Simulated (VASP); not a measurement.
# Sb (P2_1/m) in VASP: further runs

Sb is run at these levels: PBEsol; tasks: vibrations by perturbation theory, elastic constants.

Program: VASP 6.6.1. These are calculated values, not measurements. Logs are shortened: lines on timing, memory, paths and dates and some standing lists are left out, and cuts for length are marked.

### Step 1. The cell of the first run

Symmetry: P2_1/m, No. 11, monoclinic system. The conventional cell has a = 3.122 Å, b = 4.348 Å, c = 4.406 Å, α = 90.00°, β = 90.51°, γ = 90.00°. Sb (site symmetry m) has 6 Sb at 3.04 to 3.15 Å within 4.0 Å.

### Step 2. Vibrations by perturbation theory, PBEsol

INCAR reads:

```
SYSTEM = Sb
ALGO     = Normal         ! electronic algorithm
EDIFF    = 1E-8           ! SCF threshold, eV
ENCUT    = 520            ! plane-wave cutoff, eV
GGA      = PS             ! functional
IBRION   = 8              ! ionic algorithm
ISIF     = 2              ! what is computed and relaxed
ISMEAR   = -1             ! smearing method
LASPH    = .True.         ! aspherical terms in the spheres
LCHARG   = .False.        ! write CHGCAR
LREAL    = .False.        ! projectors in reciprocal space
LWAVE    = .False.        ! write WAVECAR
NELM     = 60             ! most SCF steps
NSW      = 1              ! ionic steps
PREC     = Accurate       ! precision mode
SIGMA    = 0.05           ! smearing width, eV
```

KPOINTS reads:

```
k-points
0
Gamma
  9 6 6
  0 0 0
```

POSCAR reads:

```
Sb
1.0
    3.1224020000      0.0000000000      0.0000000000
    0.0000000000      4.3475180000      0.0000000000
   -0.0389150000      0.0000000000      4.4058520000
Sb
2
Direct
    0.0113890000      0.2500000000      0.2411660000
    0.9886110000      0.7500000000      0.7588340000
```

Potentials or basis: VASP PAW PBE potentials, release 64 (Sb).

Launch:

```bash
$ cat potpaw_PBE.64/Sb/POTCAR > POTCAR
$ mpirun -np 1 vasp_std > vasp.out
```

OUTCAR:

```text
SYSTEM = Sb
   EDIFF = 1E-8
   ENCUT = 520
   GGA = PS
   IBRION = 8
   ISIF = 2
   ISMEAR = -1
   LASPH = .True.
   LREAL = .False.
   NELM = 60
   NSW = 1
   PREC = Accurate

 ion  position               nearest neighbor table
   1  0.011  0.250  0.241-   2 3.04   2 3.04   2 3.15   2 3.15
   2  0.989  0.750  0.759-   1 3.04   1 3.04   1 3.15   1 3.15

  LATTYP: Found a simple monoclinic cell.
 ALAT       =     3.1224020000
 B/A-ratio  =     1.3923633152
 C/A-ratio  =     1.4111007668
 COS(beta)  =    -0.0088322263

  Lattice vectors:

 A1 = (   3.1224020000,   0.0000000000,   0.0000000000)
 A2 = (   0.0000000000,   4.3475180000,   0.0000000000)
 A3 = (  -0.0389150000,   0.0000000000,   4.4058520000)

Analysis of symmetry for initial positions (statically):
=====================================================================
 Subroutine PRICEL returns:
 Original cell was already a primitive cell.

 Routine SETGRP: Setting up the symmetry group for a
 simple monoclinic supercell.

 Subroutine GETGRP returns: Found  4 space group operations
 (whereof  2 operations were pure point group operations)
 out of a pool of  4 trial point group operations.

The static configuration has the point symmetry S_2 .
 The point group associated with its full space group is C_2h.

Analysis of symmetry for dynamics (positions and initial velocities):
=====================================================================
 Subroutine PRICEL returns:
 Original cell was already a primitive cell.

 Routine SETGRP: Setting up the symmetry group for a
 simple monoclinic supercell.

 Subroutine GETGRP returns: Found  4 space group operations
 (whereof  2 operations were pure point group operations)
 out of a pool of  4 trial point group operations.

The dynamic configuration has the point symmetry S_2 .
 The point group associated with its full space group is C_2h.

 Subroutine INISYM returns: Found  4 space group operations
 (whereof  2 operations are pure point group operations),
 and found     1 'primitive' translations

----------------------------------------------------------------------------------------

                                     Primitive cell

  volume of cell :      59.8081

  direct lattice vectors                    reciprocal lattice vectors
     3.122402000  0.000000000  0.000000000     0.320266257  0.000000000  0.002828774
     0.000000000  4.347518000  0.000000000     0.000000000  0.230016299  0.000000000
    -0.038915000  0.000000000  4.405852000     0.000000000  0.000000000  0.226970856

  length of vectors
     3.122402000  4.347518000  4.406023856     0.320278749  0.230016299  0.226970856

  position of ions in fractional coordinates (direct lattice)
     0.011389000  0.250000000  0.241166000
     0.988611000  0.750000000  0.758834000

  ion indices of the primitive-cell ions
   primitive index   ion index
                 1           1
                 2           2

----------------------------------------------------------------------------------------

 KPOINTS: k-points

Automatic generation of k-mesh.
 Grid dimensions read from file:
 generate k-points for:    9    6    6

 Generating k-lattice:

  Cartesian coordinates                     Fractional coordinates (reciprocal lattice)
     0.035585140  0.000000000  0.000314308     0.111111111  0.000000000  0.000000000
     0.000000000  0.038336050  0.000000000     0.000000000  0.166666667  0.000000000
     0.000000000  0.000000000  0.037828476     0.000000000  0.000000000  0.166666667

  Length of vectors
     0.035586528  0.038336050  0.037828476

  Shift w.r.t. Gamma in fractional coordinates (k-lattice)
     0.000000000  0.000000000  0.000000000

 Subroutine IBZKPT returns following result:
 ===========================================

 Found    112 irreducible k-points:

 Following reciprocal coordinates:
            Coordinates               Weight
  0.000000  0.000000  0.000000      1.000000
  0.111111  0.000000  0.000000      2.000000
  0.222222  0.000000  0.000000      2.000000
  0.333333  0.000000  0.000000      2.000000
[... 53 lines left out ...]
   EFERMI =   0.00;   METHOD = LEGACY
   ISMEAR =    -1;   SIGMA  =   0.05  broadening in eV -4-tet -1-fermi 0-gaus
   EFERMI_NEDOS =   21; number of points for ismear=-14 and -15
   IALGO  =     38    algorithm
   IMIX   =      4    mixing-type and parameters
     AMIX     =   0.40;   BMIX     =  1.00
     AMIX_MAG =   1.60;   BMIX_MAG =  1.00
  volume/ion in A,a.u.               =      29.90       201.80
  Fermi-wavevector in a.u.,A,eV,Ry     =   0.901893  1.704330 11.067117  0.813410
  Thomas-Fermi vector in A             =   2.025029
   LORBIT       =      0    0 simple, 1 ext, 2 COOP (PROOUT), +10 PAW based schemes
   GGA     = PS    functional components
   LHFCALC =     F    Hartree Fock is set to
   AEXX    =    0.0000 exact exchange contribution
   IVDW    =     0    specifies the selected vdW correction
   LEPSILON=     F    determine dielectric tensor
   LRPA    =     F    only Hartree local field effects (RPA)
 non-spin polarized calculation
  energy-cutoff  :      520.00
  volume of cell :       59.81
 maximum number of plane-waves:      1642
   NGX = 11   NGY = 17   NGZ = 17

--------------------------------------- Ionic step        1  -------------------------------------------

 number of electron      10.0000000 magnetization

 number of electron       9.9999999 magnetization

 Free energy of the ion-electron system (eV)
  ---------------------------------------------------
  ext. energy  EPLUGINS =         0.00000000
  ---------------------------------------------------
  free energy    TOTEN  =        -9.03730684 eV

  energy without entropy =       -9.02438817  energy(sigma->0) =       -9.03084751

 E-fermi :   7.0795     XC(G=0):  -9.7433

 val. band max:        7.0732508710   @ k =   0.4444   0.3333   0.1667
 cond. band min:       7.1009502026   @ k =  -0.1111   0.3333   0.1667
 fundamental gap:      0.0276993316
 Fermi energy:         7.0795067810

 k-point     1 :       0.0000    0.0000    0.0000
  band No.  band energies     occupation
      1      -5.4366      2.00000
      2      -0.3686      2.00000
      3       3.3805      2.00000
      4       3.5129      2.00000
      5       9.0272      0.00000
      6      10.0443      0.00000
      7      10.2710      0.00000
      8      10.3992      0.00000
      9      13.6660      0.00000
[... 265 lines left out ...]
 k-point    24 :       0.3333    0.0000    0.1667
  band No.  band energies     occupation
      1      -3.7744      2.00000
      2       0.4397      2.00000
      3       3.3588      2.00000
      4       5.0218      2.00000
      5       5.2127      2.00000
      6       7.1750      0.25803
      7      10.3766      0.00000
      8      10.5525      0.00000
      9      11.4297      0.00000

 [... further k-points ...]

------------------------ aborting loop because EDIFF is reached ----------------------------------------

  FORCE on cell =-STRESS in cart. coord.  units (eV):
  Direction    XX          YY          ZZ          XY          YZ          ZX
  --------------------------------------------------------------------------------------
  -------------------------------------------------------------------------------------
  Total       -0.6892331     -0.9019534     -0.8019845      0.0000000      0.0000000      0.0307220
  in kB      -18.4636088    -24.1620930    -21.4840641      0.0000000      0.0000000      0.8229993
  external PRESSURE =     -21.3699219 kB  Pullay stress =       0.0000000 kB

 VOLUME and BASIS-vectors are now :
 -----------------------------------------------------------------------------
  energy-cutoff  :      520.00
  volume of cell :       59.81
      direct lattice vectors                 reciprocal lattice vectors
     3.122402000  0.000000000  0.000000000     0.320266257  0.000000000  0.002828774
     0.000000000  4.347518000  0.000000000     0.000000000  0.230016299  0.000000000
    -0.038915000  0.000000000  4.405852000     0.000000000  0.000000000  0.226970856

 POSITION                                       TOTAL-FORCE (eV/Angst)
 -----------------------------------------------------------------------------------
      0.02618      1.08688      1.06254        -0.030193     -0.000000      0.044152
      3.05731      3.26064      3.34331         0.030193      0.000000     -0.044152
 -----------------------------------------------------------------------------------
    total drift:                               -0.000000      0.000000      0.000000

  FREE ENERGIE OF THE ION-ELECTRON SYSTEM (eV)
  ---------------------------------------------------
  free  energy   TOTEN  =        -9.0373068416 eV

  energy  without entropy=       -9.0243881733  energy(sigma->0) =       -9.03084751

[... ionic steps 2 to 3 ...]

--------------------------------------- Ionic step        4  -------------------------------------------

------------------------ aborting loop because EDIFF is reached ----------------------------------------

--------------------------------------- Ionic step        5  -------------------------------------------

------------------------ aborting loop because EDIFF is reached ----------------------------------------

--------------------------------------- Ionic step        6  -------------------------------------------

 Free energy of the ion-electron system (eV)
  ---------------------------------------------------
  ---------------------------------------------------
  free energy    TOTEN  =        -0.02916546 eV

  energy without entropy =       -0.02916470

------------------------ aborting loop because EDIFF is reached ----------------------------------------

 INTERNAL STRAIN TENSOR  FOR ION    1  DIRECTION 3   (eV/Angst):
 -----------------------------------------------------------------------------
    -3.21495  0.00000  0.17758
     0.00000 -0.11108  0.00000
     0.15829  0.00000 -1.21361

 INTERNAL STRAIN TENSOR FOR ION    2 for displacements in x,y,z  (eV/Angst):
          X           Y           Z          XY          YZ          ZX
  --------------------------------------------------------------------------------
  x    -0.03369     0.18399     0.13026     0.00000     0.00000     0.14298
  y     0.00000     0.00000     0.00000    -0.02863     1.70031     0.00000
  z     3.21495     0.11108     1.21361     0.00000     0.00000    -0.17758

 SECOND DERIVATIVES (NOT SYMMETRIZED)
 ------------------------------------
               1X          1Y          1Z          2X          2Y          2Z
  1X    -0.442231    0.000000   -0.007944    0.442231    0.000000    0.007944
  1Y     0.000000   -1.618267    0.000000    0.000000    1.618267    0.000000
  1Z    -0.008394    0.000000   -0.929254    0.008394    0.000000    0.929254
  2X     0.442231    0.000000    0.007944   -0.442231    0.000000   -0.007944
  2Y     0.000000    1.618267    0.000000    0.000000   -1.618267    0.000000
  2Z     0.008394    0.000000    0.929254   -0.008394    0.000000   -0.929254

 Eigenvectors and eigenvalues of the dynamical matrix
 ----------------------------------------------------

   1 f  =    2.548920 THz    16.015340 2PiTHz   85.022836 cm-1    10.541483 meV
             X         Y         Z           dx          dy          dz
      0.026176  1.086879  1.062542     0.000000   -0.707107    0.000000
      3.057311  3.260638  3.343310    -0.000000    0.707107   -0.000000
[... 16 lines left out ...]
   5 f  =    0.000000 THz     0.000000 2PiTHz    0.000000 cm-1     0.000000 meV
             X         Y         Z           dx          dy          dz
      0.026176  1.086879  1.062542     0.707064   -0.007766    0.000095
      3.057311  3.260638  3.343310     0.707064   -0.007766    0.000095

   6 f/i=    0.000000 THz     0.000000 2PiTHz    0.000000 cm-1     0.000000 meV
             X         Y         Z           dx          dy          dz
      0.026176  1.086879  1.062542    -0.007744   -0.704291    0.062562
      3.057311  3.260638  3.343310    -0.007744   -0.704291    0.062562

--------------------------------------------------------------------------------------------------------

 ELASTIC MODULI CONTR FROM IONIC RELAXATION (kBar)
 Direction    XX          YY          ZZ          XY          YZ          ZX
 --------------------------------------------------------------------------------
 XX        -298.1961     -9.6077   -112.0292      0.0000     -0.0000     17.0010
 YY          -9.6077     -2.3848     -5.2120      0.0000     -0.0000     -1.0340
 ZZ        -112.0292     -5.2120    -43.3257      0.0000     -0.0000      5.1656
 XY           0.0000      0.0000      0.0000     -0.0136      0.8059     -0.0000
 YZ          -0.0000     -0.0000     -0.0000      0.8059    -47.8581      0.0000
 ZX          17.0010     -1.0340      5.1656     -0.0000      0.0000     -2.1749
 --------------------------------------------------------------------------------
```

It took 95 s on 1 thread of Intel Xeon 6975P-C (Granite Rapids), shared host; peak memory 0.32 GiB.

What came out:

```yaml
Highest_phonon_frequency_at_Γ: 85 cm⁻¹
```

Phonon frequencies in cm⁻¹ (negative: imaginary):
```tsv
q point	frequencies
(0.000, 0.000, 0.000)	0 0 0 44 64 85
```

Caveat: the cell stands under pressure or tension, which shifts response properties; the PAW data sets were made with another functional, which shifts forces and pressure a little; spin-orbit coupling is left out, which moves the levels of the heavy elements.

### Step 3. Elastic constants, PBEsol

INCAR reads:

```
SYSTEM = Sb
  PREC = Accurate
  ENCUT = 600
  EDIFF = 1E-8
  ISMEAR = -1
  SIGMA = 0.05
  LREAL = .False.
  LASPH = .True.
  NELM = 100
  ALGO = Normal
  ISIF = 3
  LWAVE = .False.
  LCHARG = .False.
  GGA = PS
  NBANDS = 12
  IBRION = 6
  NFREE = 2
  POTIM = 0.015
  NSW = 1
```

KPOINTS reads:

```
regular mesh
0
Gamma
  7 4 4
  0 0 0
```

POSCAR is that of step 2.

Potentials or basis: VASP PAW PBE potentials, release 64 (Sb).

Launch:

```bash
$ cat potpaw_PBE.64/Sb/POTCAR > POTCAR
$ mpirun -np 1 vasp_std > vasp.out
```

It took 3 min on 1 thread of Intel Xeon 6975P-C (Granite Rapids), shared host; peak memory 0.25 GiB.

The run converged. Its results:

```
Voigt bulk modulus            : 28 GPa
Highest phonon frequency at Γ : 88 cm⁻¹
```

Phonon frequencies in cm⁻¹ (negative: imaginary):
| q point | frequencies |
| --- | --- |
| (0.000, 0.000, 0.000) | 0 0 0 43 45 88 |

Elastic tensor in Voigt notation (GPa, in the Cartesian axes of the cell as first typed):
```
153  -6 -74   0   2   0
 -6 129  65   0  -2   0
-74  65   2   0   6   0
  0   0   0  21   0  -3
  2  -2   6   0   2   0
  0   0   0  -3   0   4
```

Clamped-ion elastic tensor (GPa):
```
180  -7 -17   0   0   0
 -7 129  63   0  -1   0
-17  63 128   0   1   0
  0   0   0  23   0  -3
  0  -1   1   0   2   0
  0   0   0  -3   0   4
```

Caveat: the k points lie up to 0.36 Å⁻¹ apart; the cell is under stress, which shifts elastic constants; the elastic tensor has a negative eigenvalue, so either the cell is unstable as it stands or the mesh is too thin; the PAW data sets were made with another functional, which shifts forces and pressure a little; spin-orbit coupling is left out, which moves the levels of the heavy elements.
